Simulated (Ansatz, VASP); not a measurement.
**One calculation of Ti, two programs**

```
Ti
1.0
    -1.64921    1.64100    1.64100
     1.64921   -1.64100    1.64100
     1.64921    1.64100   -1.64100
Ti
1
Direct
  0.00000 0.00000 0.00000
```

Change from the starting cell: strain +0.0050 x Voigt [1, 0, 0, 0, 0, 0], atoms carried along.

Alike in both runs: task single point; functional PBEsol; k mesh 20 × 20 × 20; occupations gaussian, width 0.15 eV; no spin polarisation.

|  | VASP | Ansatz |
| --- | --- | --- |
| version | VASP 6.6.1 | Ansatz 0.2.0 |
| potentials or method | VASP PAW PBE potentials, release 64 (Ti_sv), cutoff 520 eV | scalar-relativistic, plane waves, PAW |
| valence electrons in the cell | 12 | 12 |

|  | VASP | Ansatz | Ansatz less VASP |
| --- | --- | --- | --- |
| gap on the k mesh at the Fermi level (eV) | none | none | - |
| pressure (GPa) | -7.3 | -7.1 | +0.17 |
| traceless stress, the component that is largest in VASP (GPa) | 0.09 | 0.09 | +0.001 |

VASP's potentials were made for PBE, not for PBEsol. A gap of «none» marks a metal or a gap that the smearing closes.
